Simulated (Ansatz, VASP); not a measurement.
AlCo in VASP and in Ansatz

INCAR

```
  PREC = Accurate
  ENCUT = 600
  EDIFF = 1E-7
  ISMEAR = 0
  SIGMA = 0.1
  LREAL = F
  LASPH = T
  NELM = 150
  ALGO = Normal
  ISIF = 3
  LWAVE = F
  LCHARG = F
  ISPIN = 2
  MAGMOM = 0 3
  LORBIT = 11
  LMAXMIX = 4
  GGA = PE
  IBRION = 2
  NSW = 90
  EDIFFG = -0.04
```

KPOINTS

```
regular mesh
0
Gamma
  6 6 4
```

File POSCAR:

```
AlCo
1.0
    2.7032578300      0.0000000000      0.0000000000
   -1.3516289100      2.3410899500      0.0000000000
    0.0000000000      0.0000000000      4.1051371800
Al Co
1 1
Direct
    0.0000000000      0.0000000000      0.5000000000
    0.6666666700      0.3333333300      0.0000000000
```

Input for Ansatz:

```yaml
crystal:
  lattice:
    - [2.70325783, 0.0, 0.0]
    - [-1.35162891, 2.34108995, 0.0]
    - [0.0, 0.0, 4.10513718]
  atoms:
    - { symbol: Al, position: [0.0, 0.0, 0.5] }
    - { symbol: Co, position: [0.66666667, 0.33333333, 0.0], spin: 3.0 }
basis:
  ecutwfc: 420
kpoints:
  mp_grid: { grid: [6, 6, 4] }
hamiltonian:
  xc: pbe
scf:
  occupations: { method: gaussian, width: 0.1 }
  lower_state_search: "off"
output:
  forces: true
  stress: true
  eigenvalues: true
  populations: true
magnetization:
  spin_polarized: true
relax:
  adjacent_minimum: "off"
  f_tol: 0.04
  max_steps: 70
  cell: { stress_tol: 0.4 }
```

Change from the starting cell: species swapped into the LiPt type (P-6m2, No. 187).

Alike in both runs: task relaxation of cell and atoms; functional PBE; k mesh 6 × 6 × 4; occupations gaussian, width 0.1 eV; collinear spin.

|  | VASP | Ansatz |
| --- | --- | --- |
| version | VASP 6.6.1 | Ansatz 0.2.0 |
| potentials or method | VASP PAW PBE potentials, release 64 (Al, Co), cutoff 600 eV | scalar-relativistic, plane waves, PAW |
| valence electrons in the cell | 12 | 20 |

|  | VASP | Ansatz | Ansatz less VASP |
| --- | --- | --- | --- |
| gap on the k mesh at the Fermi level, each at its own relaxed structure (eV) | none | none | - |
| net moment per atom (μB) | 0.22 | 0.39 | +0.170 |
| size of the moment on the site where the two differ most (μB) | 0.50 | 0.83 | +0.336 |
| relaxed volume (Å³/atom) | 12.31 | 12.33 | +0.019 |
| relaxed length of the cell vector where the two differ most in proportion (Å) | 3.711 | 3.815 | +0.1046 |

The net moments are unlike, so the other rows may belong to different states. Site moments also hang on the region over which each program counts them. A gap of «none» marks a metal or a gap that the smearing closes. VASP's potentials hold 12 valence electrons a cell and Ansatz's 20, so a difference there can come from the potentials and not from the codes.

The k mesh is coarse, so the values compare programs but aren't converged.
